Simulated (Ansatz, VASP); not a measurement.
## One calculation of TiAl3, two programs

```
Ti Al
1.0
     0.00000    3.19328    3.19328
     3.19328    0.00000    3.19328
     3.19328    3.19328    0.00000
Ti Al
1 3
Direct
  0.50000 0.50000 0.50000
  0.00000 0.00000 0.00000
  0.25000 0.25000 0.25000
  0.75000 0.75000 0.75000
```

Alike in both runs: task single point; functional PBE; k mesh 6 × 6 × 6; occupations gaussian, width 0.1 eV; collinear spin.

|  | VASP | Ansatz |
| --- | --- | --- |
| version | VASP 6.6.1 | Ansatz 0.2.0 |
| potentials or method | VASP PAW PBE potentials, release 64 (Ti_sv, Al), cutoff 520 eV | scalar-relativistic, plane waves, PAW |
| valence electrons in the cell | 21 | 21 |

VASP gave:

| Item | Value |
| --- | --- |
| gap on the k mesh at the Fermi level (eV) | none |
| pressure (GPa) | -0.1 |
| net moment per atom (μB) | 0.00 |

**Question.** What did Ansatz give for the same quantities?

**Answer.** gap on the k mesh at the Fermi level (eV): none; pressure (GPa): 0.0; net moment per atom (μB): 0.00.

A gap of «none» marks a metal or a gap that the smearing closes. With one functional, cell and mesh, what is left measures potentials, basis and numerics. Ansatz's warnings: seeded moment not kept.
